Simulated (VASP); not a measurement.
Write the native input for VASP 6.6.1 that does the following.

```yaml
Task: single point
Functional: PBE
Potentials_or_basis: VASP PAW PBE potentials, release 64 (Zn, H)
Cutoff: 520 eV
k_mesh: 4 × 4 × 4, shifted
Occupations: gaussian, width 0.1 eV
Spin: no spin polarisation
Dipole_correction: no
Further_INCAR_settings: LREAL = Auto; ALGO = Fast; EDIFF = 1e-07; NBANDS = 124
```

The structure of Zn18H (a cell with a defect) lies in POSCAR:

```
Zn18H
1.0
    0.0000000000     -4.5592968417      5.1118930802
    3.9484668883      2.2796484209      5.1118930802
   -3.9484668883      2.2796484209      5.1118930802
Zn H
18 1
Direct
    0.5322701615      0.1945036626      0.5275742030
    0.1943624251      0.1945121842      0.8654933713
    0.5324887009      0.5277186002      0.1946923808
    0.8448115108      0.1780879629      0.1780816313
    0.1974165572      0.5304778501      0.5305505365
    0.5117544537      0.8448297771      0.8448976515
    0.8617258746      0.5279619402      0.8660293567
    0.1945265720      0.8656805142      0.1946998336
    0.8617252265      0.8659976457      0.5279813883
    0.8105116155      0.4919399094      0.4920609690
    0.4631107799      0.4610898403      0.7961358309
    0.8009430860      0.8024793298      0.1341503113
    0.1584131857      0.4913649264      0.1433521308
    0.4632507464      0.7961341915      0.4612981558
    0.8008301036      0.1340191138      0.8024907193
    0.1283600979      0.7963398699      0.7964837232
    0.4692565921      0.1338498977      0.1338668663
    0.1580373367      0.1430777326      0.4911100294
    0.9803732278      0.3145890138      0.3142349523
```

The input as run:

INCAR

```
SYSTEM = Zn18H
ALGO     = Fast           ! electronic algorithm
EDIFF    = 1E-7           ! SCF threshold, eV
ENCUT    = 520            ! plane-wave cutoff, eV
GGA      = PE             ! functional
ISIF     = 2              ! what is computed and relaxed
ISMEAR   = 0              ! smearing method
LASPH    = .TRUE.         ! aspherical terms in the spheres
LCHARG   = .TRUE.         ! write CHGCAR
LELF     = .TRUE.         ! ELF
LREAL    = Auto         
LVHAR    = .TRUE.       
LWAVE    = .FALSE.        ! write WAVECAR
NBANDS   = 124            ! bands
NELM     = 80             ! most SCF steps
PREC     = Accurate       ! precision mode
SIGMA    = 0.1            ! smearing width, eV
```

KPOINTS

```
Automatic mesh
0
Gamma
  4 4 4
  0.5 0.5 0.5
```

Potentials or basis: VASP PAW PBE potentials, release 64 (Zn, H).

Run with:

```bash
$ cat potpaw_PBE.64/Zn/POTCAR potpaw_PBE.64/H/POTCAR > POTCAR
$ mpirun -np 1 vasp_std > vasp.out
```

Results of the run:

* Pressure: 1.8 GPa
* Largest force: 0.015 eV/Å
* Band gap on the k mesh: zero (an odd number of electrons rules out a gap without spin polarisation)

Run time: 28 min on 1 thread of Oxide Virtual Turin-like Processor (shared host), peak memory 0.8 GiB.
